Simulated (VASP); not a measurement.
Input of a VASP 6.6.1 run:

The input INCAR:

```
SYSTEM = KCl
ALGO = Normal
EDIFF = 1E-6
ENCUT = 520
GGA = PE
ISIF = 2
ISMEAR = 0
LASPH = .True.
LCHARG = .True.
LELF = .True.
LREAL = .False.
LVHAR = .True.
LWAVE = .False.
NBANDS = 24
NELM = 80
PREC = Accurate
SIGMA = 0.01
```

File KPOINTS:

```
k-points
0
Gamma
  6 6 4
  0 0 0
```

File POSCAR:

```
KCl
1.0
    4.4537223280      0.0000000000      0.0000000000
   -2.2268611640      3.8570366775      0.0000000000
    0.0000000000      0.0000000000      7.8107851774
K Cl
2 2
Direct
    0.0000000000      0.0000000000      0.0000000000
    0.0000000000      0.0000000000      0.5000000000
    0.3333333333      0.6666666667      0.2500000000
    0.6666666667      0.3333333333      0.7500000000
```

Potentials or basis: VASP PAW PBE potentials, release 64 (K_sv, Cl).

Run with:

```console
$ cat potpaw_PBE.64/K_sv/POTCAR potpaw_PBE.64/Cl/POTCAR > POTCAR
$ mpirun -np 1 vasp_std > vasp.out
```

Q: What does it give for the pressure?

A: -0.4 GPa.

Q: Predict the band gap on the k mesh.

A: 4.89 eV.

A k mesh can miss the band edges.
